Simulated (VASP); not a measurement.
Input of a VASP 6.6.1 run:

The input INCAR:

```
ALGO     = Normal         # electronic algorithm
EDIFF    = 1E-7           # SCF threshold, eV
EDIFFG   = -0.01          # ionic threshold
ENCUT    = 600            # plane-wave cutoff, eV
IBRION   = 2              # ionic algorithm
ISIF     = 3              # what is computed and relaxed
ISMEAR   = -1             # smearing method
LASPH    = T              # aspherical terms in the spheres
LCHARG   = F              # write CHGCAR
LREAL    = F              # projectors in reciprocal space
LWAVE    = F              # write WAVECAR
NELM     = 60             # most SCF steps
NSW      = 60             # ionic steps
PREC     = Accurate       # precision mode
SIGMA    = 0.05           # smearing width, eV
```

The input KPOINTS:

```
k-points
0
Gamma
  9 9 9
```

The input POSCAR:

```
Sn
1.0
   -2.9401404553      2.9401404553      1.5993019889
    2.9401404553     -2.9401404553      1.5993019889
    2.9401404553      2.9401404553     -1.5993019889
Sn
2
Direct
    0.0000000000      0.0000000000      0.0000000000
    0.7500000000      0.2500000000      0.5000000000
```

Potentials or basis: VASP PAW LDA potentials, release 64 (Sn_d).

Run with:

```bash
$ cat potpaw_LDA.64/Sn_d/POTCAR > POTCAR
$ mpirun -np 1 vasp_std > vasp.out
```

(1) What does it give for the relaxed volume?

(2) Estimate the band gap on the k mesh.

## Answers

(1) 26.21 Å³/atom.

(2) zero (band 14 reaches 9.38 eV, above the bottom of band 15 at 5.24 eV).

Caveat: spin-orbit coupling is left out, which moves the levels of the heavy elements.
